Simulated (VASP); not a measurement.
# AlCo (Pm-3m) in VASP: elastic constants with PBE

Aim: the elastic constants of AlCo with PBE.

Everything below comes from runs of VASP 6.6.1. Logs are shortened: lines on timing, memory, paths and dates and some standing lists are left out, and cuts for length are marked.

## 1. The cell of the first run

The structure is cubic, space group Pm-3m (No. 221). The conventional cell has a = 2.854 Å, b = 2.854 Å, c = 2.854 Å, α = 90.00°, β = 90.00°, γ = 90.00°. Al (site symmetry m-3m) has 8 Co at 2.47 Å and 6 Al at 2.85 Å within 3.3 Å. Within 3.3 Å of Co (site symmetry m-3m) lie 8 Al at 2.47 Å and 6 Co at 2.85 Å.

## 2. Elastic constants, PBE

INCAR reads:

```
PREC = Accurate ; ENCUT = 600
EDIFF = 1E-8 ; ISMEAR = -1
SIGMA = 0.15 ; LREAL = F
LASPH = T ; NELM = 100
ALGO = Normal ; ISIF = 3
LWAVE = F ; LCHARG = F
GGA = PE ; IBRION = 6
NFREE = 2 ; POTIM = 0.015
NSW = 1
```

KPOINTS reads:

```
Automatic mesh
0
Gamma
  20 20 20
```

POSCAR reads:

```
AlCo
1.0
    2.8541810362      0.0000000000      0.0000000000
    0.0000000000      2.8541810362      0.0000000000
    0.0000000000      0.0000000000      2.8541794786
Al Co
1 1
Direct
    0.5000000000      0.5000000000      0.5000000000
    0.0000000000      0.0000000000      0.0000000000
```

Potentials or basis: VASP PAW PBE potentials, release 64 (Al, Co).

The run is started by

```sh
cat potpaw_PBE.64/Al/POTCAR potpaw_PBE.64/Co/POTCAR > POTCAR
mpirun -np 1 vasp_std > vasp.out
```

OUTCAR:

```text
PREC = Accurate
   ENCUT = 600
   EDIFF = 1E-8
   ISMEAR = -1
   LREAL = F
   LASPH = T
   NELM = 100
   ISIF = 3
   GGA = PE
   IBRION = 6
   NFREE = 2
   POTIM = 0.015
   NSW = 1

 ion  position               nearest neighbor table
   1  0.500  0.500  0.500-   2 2.47   2 2.47   2 2.47   2 2.47   2 2.47   2 2.47   2 2.47   2 2.47

   2  0.000  0.000  0.000-   1 2.47   1 2.47   1 2.47   1 2.47   1 2.47   1 2.47   1 2.47   1 2.47

  LATTYP: Found a simple cubic cell.
 ALAT       =     2.8541810362

  Lattice vectors:

 A1 = (   2.8541810362,   0.0000000000,   0.0000000000)
 A2 = (   0.0000000000,   2.8541810362,   0.0000000000)
 A3 = (   0.0000000000,   0.0000000000,   2.8541794786)

Analysis of symmetry for initial positions (statically):
=====================================================================
 Subroutine PRICEL returns:
 Original cell was already a primitive cell.

 Routine SETGRP: Setting up the symmetry group for a
 simple cubic supercell.

 Subroutine GETGRP returns: Found 48 space group operations
 (whereof 48 operations were pure point group operations)
 out of a pool of 48 trial point group operations.

The static configuration has the point symmetry O_h .

Analysis of symmetry for dynamics (positions and initial velocities):
=====================================================================
 Subroutine PRICEL returns:
 Original cell was already a primitive cell.

 Routine SETGRP: Setting up the symmetry group for a
 simple cubic supercell.

 Subroutine GETGRP returns: Found 48 space group operations
 (whereof 48 operations were pure point group operations)
 out of a pool of 48 trial point group operations.

The dynamic configuration has the point symmetry O_h .

 Subroutine INISYM returns: Found 48 space group operations
 (whereof 48 operations are pure point group operations),
 and found     1 'primitive' translations

----------------------------------------------------------------------------------------

                                     Primitive cell

  volume of cell :      23.2511

  direct lattice vectors                    reciprocal lattice vectors
     2.854181036  0.000000000  0.000000000     0.350363200  0.000000000  0.000000000
     0.000000000  2.854181036  0.000000000     0.000000000  0.350363200  0.000000000
     0.000000000  0.000000000  2.854179479     0.000000000  0.000000000  0.350363391

  length of vectors
     2.854181036  2.854181036  2.854179479     0.350363200  0.350363200  0.350363391

  position of ions in fractional coordinates (direct lattice)
     0.500000000  0.500000000  0.500000000
     0.000000000  0.000000000  0.000000000

  ion indices of the primitive-cell ions
   primitive index   ion index
                 1           1
                 2           2

----------------------------------------------------------------------------------------

 KPOINTS: Automatic mesh

Automatic generation of k-mesh.
 Grid dimensions read from file:
 generate k-points for:   20   20   20

 Generating k-lattice:

  Cartesian coordinates                     Fractional coordinates (reciprocal lattice)
     0.017518160  0.000000000  0.000000000     0.050000000  0.000000000  0.000000000
     0.000000000  0.017518160  0.000000000     0.000000000  0.050000000  0.000000000
     0.000000000  0.000000000  0.017518170     0.000000000  0.000000000  0.050000000

  Length of vectors
[... 109 lines left out ...]
  Direction    XX          YY          ZZ          XY          YZ          ZX
  --------------------------------------------------------------------------------------
  -------------------------------------------------------------------------------------
  Total       -0.0150235     -0.0150235     -0.0150235      0.0000000      0.0000000     -0.0000000
  in kB       -1.0352323     -1.0352323     -1.0352312      0.0000000      0.0000000     -0.0000000
  external PRESSURE =      -1.0352320 kB  Pullay stress =       0.0000000 kB
[... 89 lines left out ...]
  FREE ENERGIE OF THE ION-ELECTRON SYSTEM (eV)
  ---------------------------------------------------
  free  energy   TOTEN  =       -12.0171646586 eV

  energy  without entropy=      -11.9488431447  energy(sigma->0) =      -11.98300390

[... ionic steps 4 to 14 ...]

--------------------------------------- Ionic step       15  -------------------------------------------

 number of electron      11.9999997 magnetization

------------------------ aborting loop because EDIFF is reached ----------------------------------------
[... 67 lines left out ...]
--------------------------------------- Ionic step       17  -------------------------------------------

 number of electron      11.9999998 magnetization

 Free energy of the ion-electron system (eV)
  ---------------------------------------------------
  ext. energy  EPLUGINS =         0.00000000
  ---------------------------------------------------
  free energy    TOTEN  =       -12.02081385 eV

  energy without entropy =      -11.95053108  energy(sigma->0) =      -11.98567247

 E-fermi :  10.4323     XC(G=0): -12.2436

 val. band max:       10.4231689657   @ k =   0.5000   0.4000   0.0500
 cond. band min:      10.4396166806   @ k =   0.4000   0.4000   0.4000
 fundamental gap:      0.0164477149
 Fermi energy:        10.4322953675

 k-point     1 :       0.0000    0.0000    0.0000
  band No.  band energies     occupation
      1      -0.5287      2.00000
      2       7.5773      2.00000
      3       7.5776      2.00000
      4       9.6787      1.98693
      5       9.6790      1.98691
      6       9.6790      1.98691
      7      16.4592      0.00000
      8      16.4592      0.00000
      9      16.4592      0.00000
     10      19.2332      0.00000
[... 287 lines left out ...]
 k-point    24 :       0.2000    0.1000    0.0000
  band No.  band energies     occupation
      1       0.4036      2.00000
      2       7.4395      2.00000
      3       7.7641      2.00000
      4       9.2117      1.99942
      5       9.3514      1.99852
      6       9.6286      1.99062
      7      13.0090      0.00000
      8      15.8350      0.00000
      9      17.6997      0.00000
     10      20.0740      0.00000

 [... further k-points ...]

------------------------ aborting loop because EDIFF is reached ----------------------------------------

  FORCE on cell =-STRESS in cart. coord.  units (eV):
  Direction    XX          YY          ZZ          XY          YZ          ZX
  --------------------------------------------------------------------------------------
  -------------------------------------------------------------------------------------
  Total       -0.0120112     -0.0100735     -0.0100735      0.0000000     -0.0000000      0.0000000
  in kB       -0.8276609     -0.6941379     -0.6941371      0.0000000     -0.0000000      0.0000000
  external PRESSURE =      -0.7386453 kB  Pullay stress =       0.0000000 kB
[... 17 lines left out ...]
  FREE ENERGIE OF THE ION-ELECTRON SYSTEM (eV)
  ---------------------------------------------------
  free  energy   TOTEN  =       -12.0208138516 eV

  energy  without entropy=      -11.9505310850  energy(sigma->0) =      -11.98567247

 INTERNAL STRAIN TENSORS FROM STRAINED CELLS
 ============================================

 INTERNAL STRAIN TENSOR FOR ION    1 for displacements in x,y,z  (eV/Angst):
          X           Y           Z          XY          YZ          ZX
  --------------------------------------------------------------------------------
  x     0.00000     0.00000     0.00000     0.00000     0.00000    -0.00000
  y     0.00000     0.00000     0.00000     0.00000     0.00000     0.00000
  z     0.00000     0.00000     0.00000     0.00000     0.00000     0.00000

 INTERNAL STRAIN TENSORS FROM DISPLACED ATOMS
 ============================================

 INTERNAL STRAIN TENSOR FOR ION    1 for displacements in x,y,z  (eV/Angst):
          X           Y           Z          XY          YZ          ZX
  --------------------------------------------------------------------------------
  x     0.00000     0.00000     0.00000     0.00000     0.00000     0.00000
  y     0.00000     0.00000     0.00000     0.00000     0.00000     0.00000
  z     0.00000     0.00000     0.00000     0.00000     0.00000     0.00000

 INTERNAL STRAIN TENSOR FOR ION    2 for displacements in x,y,z  (eV/Angst):
          X           Y           Z          XY          YZ          ZX
  --------------------------------------------------------------------------------
  x     0.00000     0.00000     0.00000     0.00000     0.00000     0.00000
  y     0.00000     0.00000     0.00000     0.00000     0.00000     0.00000
  z     0.00000     0.00000     0.00000     0.00000     0.00000     0.00000

 Eigenvectors and eigenvalues of the dynamical matrix
 ----------------------------------------------------

   1 f  =    9.766797 THz    61.366595 2PiTHz  325.785276 cm-1    40.392208 meV
             X         Y         Z           dx          dy          dz
      1.427091  1.427091  1.427090    -0.828176    0.000000   -0.000000
      0.000000  0.000000  0.000000     0.560469   -0.000000    0.000000
[... 21 lines left out ...]
   6 f/i=    0.000825 THz     0.005184 2PiTHz    0.027519 cm-1     0.003412 meV
             X         Y         Z           dx          dy          dz
      1.427091  1.427091  1.427090    -0.000000    0.560469   -0.000000
      0.000000  0.000000  0.000000    -0.000000    0.828176    0.000000

--------------------------------------------------------------------------------------------------------

 ELASTIC MODULI CONTR FROM IONIC RELAXATION (kBar)
 Direction    XX          YY          ZZ          XY          YZ          ZX
 --------------------------------------------------------------------------------
 XX           0.0000      0.0000      0.0000      0.0000      0.0000      0.0000
 YY           0.0000      0.0000      0.0000      0.0000      0.0000      0.0000
 ZZ           0.0000      0.0000      0.0000      0.0000      0.0000      0.0000
 XY           0.0000      0.0000      0.0000      0.0000      0.0000      0.0000
 YZ           0.0000      0.0000      0.0000      0.0000      0.0000      0.0000
 ZX           0.0000      0.0000      0.0000      0.0000      0.0000      0.0000
 --------------------------------------------------------------------------------

 TOTAL ELASTIC MODULI (kBar)
 Direction    XX          YY          ZZ          XY          YZ          ZX
 --------------------------------------------------------------------------------
 XX        2745.6607   1275.6579   1275.6565      0.0000      0.0000     -0.0000
 YY        1275.6579   2745.6607   1275.6565      0.0000     -0.0000      0.0000
 ZZ        1275.6565   1275.6565   2745.6547     -0.0000      0.0000      0.0000
 XY           0.0000      0.0000     -0.0000   1394.6417      0.0000      0.0000
 YZ           0.0000     -0.0000     -0.0000      0.0000   1394.6402      0.0000
 ZX          -0.0000      0.0000      0.0000      0.0000      0.0000   1394.6402
 --------------------------------------------------------------------------------
```

Wall time 24 min (1 thread of Intel Xeon Platinum 8488C (Sapphire Rapids), shared host); peak memory 1.2 GiB.

Results:

```yaml
Elastic_constants_C11_C12_C44: 275, 128, 139 GPa
Voigt_bulk_modulus: 177 GPa
Highest_phonon_frequency_at_Γ_LO-TO_splitting_left_out: 326 cm⁻¹
```

Phonon frequencies in cm⁻¹ (negative: imaginary):
| q point | frequencies |
| --- | --- |
| (0.000, 0.000, 0.000) | 0 0 0 326 326 326 |

Elastic tensor in Voigt notation (GPa, in the Cartesian axes of the cell as first typed):
```
275 128 128   0   0   0
128 275 128   0   0   0
128 128 275   0   0   0
  0   0   0 139   0   0
  0   0   0   0 139   0
  0   0   0   0   0 139
```

Clamped-ion elastic tensor (GPa):
```
275 128 128   0   0   0
128 275 128   0   0   0
128 128 275   0   0   0
  0   0   0 139   0   0
  0   0   0   0 139   0
  0   0   0   0   0 139
```
